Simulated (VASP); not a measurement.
# B47N48 (a cell with a defect) in VASP: settings compared, part 2 of 2

VASP 6.6.1. Earlier steps stand in the parts before.

### 3 Single point, PBEsol

INCAR

```
PREC = Accurate
ENCUT = 520
EDIFF = 1E-6
ISMEAR = -1
SIGMA = 0.05
LREAL = Auto
LASPH = T
NELM = 120
ALGO = Normal
ISIF = 2
LWAVE = F
LCHARG = T
GGA = PS
LELF = T
LVHAR = T
NBANDS = 244
NELECT = 384.0
ISYM = -1
GGA_COMPAT = F
```

KPOINTS

```
explicit points
1
Reciprocal
  0.25000000   0.25000000   0.25000000 1
```

POSCAR

```
B47N48
1.0
    7.6229900000      0.0000000000      0.0000000000
    0.0000000000      8.8022710000      0.0000000000
    0.0000000000      0.0000000000      8.4065820000
B N
47 48
Direct
    0.9999700000      0.1673600000      0.0002180000
    0.9999480000      0.1679100000      0.4982650000
    0.3331700000      0.1675460000      0.0013710000
    0.3336820000      0.1727150000      0.4972540000
    0.1671480000      0.4161060000      0.0014660000
    0.1726960000      0.4133850000      0.4972960000
    0.0000070000      0.6658450000      0.9996250000
    0.9999940000      0.6643070000      0.4983040000
    0.6667910000      0.1675390000      0.0013870000
    0.6663010000      0.1727260000      0.4972130000
    0.4999840000      0.4167810000      0.0043300000
    0.3340140000      0.6666150000      0.0011990000
    0.3388180000      0.6642430000      0.4972550000
    0.1667020000      0.9170210000      0.9995840000
    0.1658050000      0.9171420000      0.4987210000
    0.8328470000      0.4160960000      0.0014630000
    0.8273380000      0.4132810000      0.4972870000
    0.6660020000      0.6666210000      0.0012020000
    0.6613080000      0.6642120000      0.4972820000
    0.4999850000      0.9173520000      0.9998380000
    0.4999820000      0.9185190000      0.4982130000
    0.8332630000      0.9170220000      0.9995950000
    0.8341170000      0.9171540000      0.4987080000
    0.1667660000      0.0837120000      0.2511540000
    0.1675970000      0.0847080000      0.7488510000
    0.9998380000      0.3351500000      0.2522530000
    0.9999510000      0.3349280000      0.7487440000
    0.4998800000      0.0837650000      0.2506670000
    0.4999410000      0.0848060000      0.7482790000
    0.3328890000      0.3332710000      0.2573960000
    0.3390800000      0.3366410000      0.7483610000
    0.1672660000      0.5829890000      0.2506210000
    0.1680190000      0.5824730000      0.7480710000
    0.9999250000      0.8327280000      0.2497720000
    0.9999300000      0.8329710000      0.7487400000
    0.8330560000      0.0837180000      0.2511660000
    0.8322510000      0.0846970000      0.7488420000
    0.6668640000      0.3332570000      0.2574060000
    0.6608430000      0.3366100000      0.7483950000
    0.4999360000      0.5842030000      0.2570190000
    0.4999740000      0.5775260000      0.7480470000
    0.3327700000      0.8330380000      0.2508640000
    0.3336530000      0.8320920000      0.7485240000
    0.8326230000      0.5830310000      0.2506030000
    0.8319620000      0.5824880000      0.7480860000
    0.6670680000      0.8330650000      0.2508750000
    0.6662410000      0.8321130000      0.7485400000
    0.9999350000      0.1672130000      0.1871270000
    0.9999960000      0.1671450000      0.6869960000
    0.3333210000      0.1649900000      0.1866760000
    0.3335150000      0.1671150000      0.6871820000
    0.1656100000      0.4176970000      0.1867600000
    0.1673900000      0.4168510000      0.6873890000
    0.0000110000      0.6670420000      0.1865650000
    0.0000270000      0.6666080000      0.6864950000
    0.6665650000      0.1649780000      0.1866850000
    0.6664770000      0.1671020000      0.6871550000
    0.4999600000      0.4169650000      0.1893150000
    0.5000150000      0.4168890000      0.7027040000
    0.3316680000      0.6677040000      0.1865690000
    0.3336120000      0.6665950000      0.6869980000
    0.1660250000      0.9168210000      0.1864580000
    0.1663810000      0.9167830000      0.6870180000
    0.8342900000      0.4177270000      0.1867570000
    0.8326230000      0.4168290000      0.6874280000
    0.6683270000      0.6677100000      0.1865740000
    0.6664410000      0.6666230000      0.6870080000
    0.4999680000      0.9161750000      0.1868250000
    0.4999920000      0.9167580000      0.6865690000
    0.8339290000      0.9168170000      0.1864620000
    0.8335950000      0.9167950000      0.6870210000
    0.1640810000      0.0807260000      0.4372100000
    0.1662220000      0.0833320000      0.9370270000
    0.9997930000      0.3346270000      0.4381210000
    0.9999280000      0.3333250000      0.9372830000
    0.4998620000      0.0840100000      0.4362790000
    0.4999070000      0.0836540000      0.9368520000
    0.3188590000      0.3254580000      0.4312560000
    0.3316790000      0.3325780000      0.9411930000
    0.1672130000      0.5832650000      0.4361950000
    0.1667770000      0.5833810000      0.9367100000
    0.9999300000      0.8315670000      0.4366210000
    0.9999180000      0.8331750000      0.9365920000
    0.8357070000      0.0807230000      0.4372170000
    0.8335950000      0.0833170000      0.9370240000
    0.6809660000      0.3254250000      0.4312460000
    0.6681870000      0.3325290000      0.9412230000
    0.5000090000      0.6002940000      0.4309010000
    0.4999390000      0.5853380000      0.9410280000
    0.3308390000      0.8368520000      0.4370050000
    0.3331610000      0.8339450000      0.9367810000
    0.8327400000      0.5833460000      0.4361900000
    0.8331120000      0.5833850000      0.9367200000
    0.6689860000      0.8369430000      0.4369880000
    0.6666630000      0.8339550000      0.9367940000
```

Potentials or basis: VASP PAW PBE potentials, release 64 (B, N).

Command:

```sh
$ cat potpaw_PBE.64/B/POTCAR potpaw_PBE.64/N/POTCAR > POTCAR
$ mpirun -np 1 vasp_std > vasp.out
```

OUTCAR:

```text
PREC = Accurate
   ENCUT = 520
   EDIFF = 1E-6
   ISMEAR = -1
   LREAL = Auto
   LASPH = T
   NELM = 120
   ISIF = 2
   GGA = PS
   NELECT = 384.0
   ISYM = -1

 ion  position               nearest neighbor table
   1  1.000  0.167  0.000-  75 1.55  73 1.56  85 1.56  48 1.57
   2  1.000  0.168  0.498-  74 1.55  72 1.55  84 1.56  49 1.59
   3  0.333  0.168  0.001-  79 1.54  50 1.56  77 1.57  73 1.57
   4  0.334  0.173  0.497-  78 1.46  76 1.57  51 1.60  72 1.61
   5  0.167  0.416  0.001-  79 1.54  52 1.56  75 1.56  81 1.57
   6  0.173  0.413  0.497-  78 1.47  74 1.57  80 1.58  53 1.60
[... 75 lines left out ...]
  82  1.000  0.832  0.437-   8 1.56  23 1.56  15 1.56  34 1.57
  83  1.000  0.833  0.937-  22 1.56  14 1.56   7 1.57  35 1.58
  84  0.836  0.081  0.437-  23 1.53   2 1.56  36 1.56  10 1.61
  85  0.834  0.083  0.937-  22 1.56   1 1.56   9 1.57  37 1.58
  86  0.681  0.325  0.431-  10 1.46  17 1.47  38 1.47
  87  0.668  0.333  0.941-   9 1.54  16 1.54  11 1.57  39 1.62
  88  0.500  0.600  0.431-  13 1.46  19 1.46  40 1.47
  89  0.500  0.585  0.941-  12 1.54  18 1.54  11 1.58  41 1.62
  90  0.331  0.837  0.437-  15 1.53  21 1.56  42 1.57  13 1.60
[... 303 lines left out ...]
  band No.  band energies     occupation
      1     -12.9293      2.00000
      2     -12.2077      2.00000
      3     -12.1318      2.00000
      4     -11.9918      2.00000
      5     -11.3983      2.00000
      6     -11.3022      2.00000
[... 196 lines left out ...]
    203      14.5713      0.00000
    204      14.6684      0.00000
 [bands above 204 left out]

------------------------ aborting loop because EDIFF is reached ----------------------------------------

  FORCE on cell =-STRESS in cart. coord.  units (eV):
  Direction    XX          YY          ZZ          XY          YZ          ZX
  --------------------------------------------------------------------------------------
  -------------------------------------------------------------------------------------
  Total       43.8985125     44.9268034     42.4866049      1.0625982     -0.0439383      0.2368666
  in kB      124.6869059    127.6076064    120.6766016      3.0181451     -0.1247999      0.6727829
  external PRESSURE =     124.3237046 kB  Pullay stress =       0.0000000 kB

 VOLUME and BASIS-vectors are now :
 -----------------------------------------------------------------------------
  energy-cutoff  :      520.00
  volume of cell :      564.08
      direct lattice vectors                 reciprocal lattice vectors
     7.622990000  0.000000000  0.000000000     0.131182121  0.000000000  0.000000000
     0.000000000  8.802271000  0.000000000     0.000000000  0.113607045  0.000000000
     0.000000000  0.000000000  8.406582000     0.000000000  0.000000000  0.118954410

 POSITION                                       TOTAL-FORCE (eV/Angst)
 -----------------------------------------------------------------------------------
      7.62276      1.47315      0.00183        -0.000519      0.002602      0.000540
      7.62259      1.47799      4.18871        -0.000778      0.006567     -0.004913
      2.53975      1.47479      0.01153         0.000089      0.000032     -0.003085
      2.54365      1.52028      4.18021         0.009153     -0.014255      0.015701
      1.27417      3.66268      0.01232        -0.002167      0.001029     -0.002356
      1.31646      3.63873      4.18056        -0.014128      0.027077      0.015184
[... 87 lines left out ...]
      5.09967      7.36700      3.67358         0.001231      0.007419     -0.003257
      5.08197      7.34070      7.87524        -0.000720     -0.001735     -0.002215
 -----------------------------------------------------------------------------------
    total drift:                                0.001477      0.005759      0.014287

  FREE ENERGIE OF THE ION-ELECTRON SYSTEM (eV)
  ---------------------------------------------------
  free  energy   TOTEN  =      -838.5421066996 eV

  energy  without entropy=     -838.5421066996  energy(sigma->0) =     -838.54210670
```

It took 5.3 min on 1 thread of Intel Xeon 6975P-C (Granite Rapids), shared host; peak memory 0.62 GiB.

Results:

```
Free energy   : -838.5421 eV
Largest force : 0.035 eV/Å
```

Forces on the atoms (eV/Å):
```
B   -0.001  0.003  0.001
B   -0.001  0.007 -0.005
B    0.000  0.000 -0.003
B    0.009 -0.014  0.016
B   -0.002  0.001 -0.002
B   -0.014  0.027  0.015
B    0.000 -0.004 -0.004
B   -0.001 -0.002  0.001
B    0.001  0.000 -0.002
B   -0.009 -0.016  0.018
B    0.000  0.003 -0.009
B   -0.003  0.001 -0.001
B   -0.013 -0.006  0.006
B    0.001 -0.004  0.003
B   -0.002 -0.009  0.011
B    0.002  0.002 -0.003
B    0.019  0.026  0.013
B    0.003  0.001 -0.002
B    0.012 -0.009  0.006
B   -0.001 -0.005 -0.002
B    0.000 -0.014 -0.001
B    0.000 -0.004  0.002
B    0.003 -0.009  0.012
B    0.000  0.007  0.001
B    0.000  0.000  0.007
B    0.001 -0.009  0.003
B    0.001 -0.003  0.011
B    0.001  0.005  0.000
B    0.000  0.002  0.009
B    0.002  0.004 -0.015
B   -0.026 -0.013  0.011
B    0.001  0.008  0.000
B    0.001  0.007  0.008
B    0.001  0.008  0.003
B    0.001  0.005  0.007
B   -0.002  0.008  0.003
B    0.000 -0.001  0.008
B   -0.001  0.006 -0.016
B    0.027 -0.013  0.010
B    0.000 -0.002 -0.010
B    0.000  0.024  0.014
B    0.001 -0.008  0.006
B   -0.005  0.002  0.008
B    0.000  0.007  0.003
B    0.000  0.006  0.008
B   -0.001 -0.007  0.006
B    0.004  0.002  0.008
N    0.001  0.004  0.003
N    0.000 -0.002 -0.010
N    0.001  0.007  0.004
N    0.005  0.017 -0.019
N    0.005  0.000  0.002
N    0.007 -0.006 -0.019
N    0.000 -0.006 -0.001
N    0.000 -0.008 -0.006
N   -0.002  0.004  0.006
N   -0.005  0.015 -0.019
N    0.001 -0.001  0.006
N   -0.002 -0.003  0.008
N    0.000 -0.005 -0.002
N    0.008 -0.012 -0.017
N    0.000  0.001  0.001
N    0.002  0.000 -0.002
N   -0.006  0.000  0.002
N   -0.010 -0.005 -0.022
N   -0.001 -0.006 -0.003
N   -0.010 -0.013 -0.019
N    0.000 -0.004  0.003
N    0.000  0.005 -0.005
N    0.000  0.001  0.002
N   -0.002  0.000 -0.003
N    0.011 -0.003 -0.001
N    0.001  0.000 -0.002
N    0.001  0.000  0.003
N    0.000 -0.001 -0.004
N    0.001  0.026  0.005
N    0.000  0.003 -0.002
N   -0.014 -0.017  0.001
N    0.004  0.000 -0.015
N    0.013 -0.010  0.004
N    0.001  0.000 -0.003
N    0.000  0.004 -0.003
N   -0.001 -0.001 -0.002
N   -0.010 -0.003 -0.001
N    0.000  0.001 -0.001
N    0.007 -0.018  0.000
N   -0.005  0.000 -0.014
N    0.000  0.018  0.013
N    0.000  0.000 -0.017
N    0.000  0.005 -0.001
N    0.001 -0.002 -0.002
N   -0.012 -0.010  0.002
N   -0.002  0.000 -0.004
N    0.001  0.007 -0.003
N   -0.001 -0.002 -0.002
```

Caveat: the cell carries a net charge on a neutralising background, which shifts energy and pressure; the cell is charged against a uniform background, so pressure and absolute levels hang on convention; the PAW data sets were made with another functional, which shifts forces and pressure a little.

### 4 Single point, HSE06

POSCAR is that of step 3.

INCAR.step1

```
PREC = Accurate
ENCUT = 520
EDIFF = 1E-5
ISMEAR = -1
SIGMA = 0.05
LREAL = Auto
LASPH = True
NELM = 120
ALGO = Normal
ISIF = 2
LWAVE = True
LCHARG = False
GGA = PE
NELECT = 384.0
ISYM = -1
NBANDS = 244
GGA_COMPAT = False
```

INCAR.step2

```
PREC = Accurate
ENCUT = 520
EDIFF = 1E-6
ISMEAR = -1
SIGMA = 0.05
LREAL = Auto
LASPH = True
NELM = 120
ALGO = Normal
ISIF = 2
LWAVE = False
LCHARG = False
GGA = PE
LHFCALC = True
HFSCREEN = 0.2079
PRECFOCK = Fast
ISTART = 1
NELECT = 384.0
ISYM = -1
NBANDS = 244
GGA_COMPAT = False
```

KPOINTS is that of step 3.

Command:

```sh
$ cat potpaw_PBE.64/B/POTCAR potpaw_PBE.64/N/POTCAR > POTCAR
$ cp INCAR.step1 INCAR
$ mpirun -np 1 vasp_std > vasp.out
$ cp INCAR.step2 INCAR
$ mpirun -np 1 vasp_std > vasp.out
```

Wall time 22 min (1 thread of Intel Xeon 6975P-C (Granite Rapids), shared host); peak memory 0.88 GiB.

It converged, with:

* Free energy: -934.2346 eV
* Largest force: 0.209 eV/Å

Forces in eV/Å, atoms in the order of the input:
```
B   -0.001  0.006 -0.023
B   -0.001  0.000 -0.042
B    0.000  0.016 -0.015
B   -0.020  0.024 -0.045
B    0.007 -0.007 -0.015
B   -0.012 -0.032 -0.054
B   -0.001 -0.005 -0.026
B    0.000 -0.008 -0.027
B   -0.001  0.015 -0.014
B    0.017  0.021 -0.043
B   -0.001  0.002 -0.023
B    0.006 -0.007 -0.013
B    0.035 -0.003 -0.056
B    0.001 -0.002 -0.017
B    0.023  0.000 -0.031
B   -0.010 -0.006 -0.014
B    0.010 -0.029 -0.056
B   -0.009 -0.008 -0.014
B   -0.040 -0.003 -0.057
B   -0.002 -0.004 -0.025
B   -0.002  0.001 -0.032
B   -0.002 -0.002 -0.018
B   -0.023  0.000 -0.029
B    0.001  0.006 -0.021
B    0.003  0.006 -0.020
B    0.003  0.001 -0.012
B    0.001  0.000 -0.019
B    0.002  0.011 -0.014
B    0.000  0.009 -0.020
B    0.004  0.008  0.006
B    0.019  0.016  0.007
B    0.008  0.003 -0.015
B    0.006  0.000 -0.020
B    0.002  0.006 -0.024
B    0.003  0.007 -0.016
B   -0.002  0.007 -0.019
B    0.000  0.006 -0.019
B   -0.001  0.010  0.007
B   -0.018  0.016  0.005
B    0.001 -0.004  0.017
B    0.000 -0.029  0.011
B   -0.001 -0.012 -0.014
B   -0.001 -0.003 -0.019
B   -0.007  0.001 -0.013
B   -0.007 -0.002 -0.021
B    0.003 -0.012 -0.014
B    0.001 -0.003 -0.020
N    0.000 -0.006  0.024
N   -0.002 -0.006  0.020
N   -0.009 -0.007  0.014
N    0.006  0.005  0.013
N   -0.007  0.004  0.012
N    0.001  0.007  0.017
N   -0.002  0.002  0.018
N   -0.002 -0.006  0.022
N    0.008 -0.009  0.015
N   -0.009  0.003  0.014
N    0.000 -0.003  0.085
N   -0.003 -0.002  0.209
N   -0.007  0.012  0.009
N   -0.002 -0.005  0.015
N   -0.004 -0.005  0.018
N   -0.005 -0.005  0.023
N    0.006  0.003  0.011
N   -0.004  0.008  0.013
N    0.004  0.012  0.007
N    0.001 -0.007  0.014
N   -0.001 -0.002  0.023
N   -0.001  0.003  0.026
N    0.003 -0.004  0.019
N    0.002 -0.006  0.022
N    0.013 -0.011  0.013
N    0.002 -0.007  0.025
N    0.008 -0.023  0.004
N    0.002 -0.002  0.027
N    0.003  0.023  0.019
N    0.002 -0.006  0.033
N   -0.160 -0.097 -0.038
N    0.009 -0.001  0.017
N    0.011  0.000  0.014
N   -0.003  0.005  0.032
N    0.001  0.027  0.014
N    0.001  0.002  0.023
N   -0.008 -0.010  0.012
N    0.001 -0.005  0.027
N    0.156 -0.098 -0.040
N   -0.008  0.002  0.016
N    0.001  0.185 -0.031
N    0.002 -0.006  0.012
N    0.001  0.010  0.011
N   -0.001  0.000  0.025
N   -0.011 -0.005  0.014
N    0.005  0.004  0.030
N    0.003  0.007  0.011
N    0.006  0.000  0.024
```

Levels at points of the mesh, in eV from the Fermi level:
```csv
k point,band 188,band 189,band 190,band 191,band 192,band 193,band 194,band 195,band 196,band 197
"(0.25, 0.25, 0.25)",-3.50,-3.38,-1.72,-1.58,-1.23,4.62,4.64,5.16,5.40,5.47
```

Caveat: the cell carries a net charge on a neutralising background, which shifts energy and pressure; the cell is charged against a uniform background, so pressure and absolute levels hang on convention; the PAW data sets were made with another functional, which shifts forces and pressure a little.
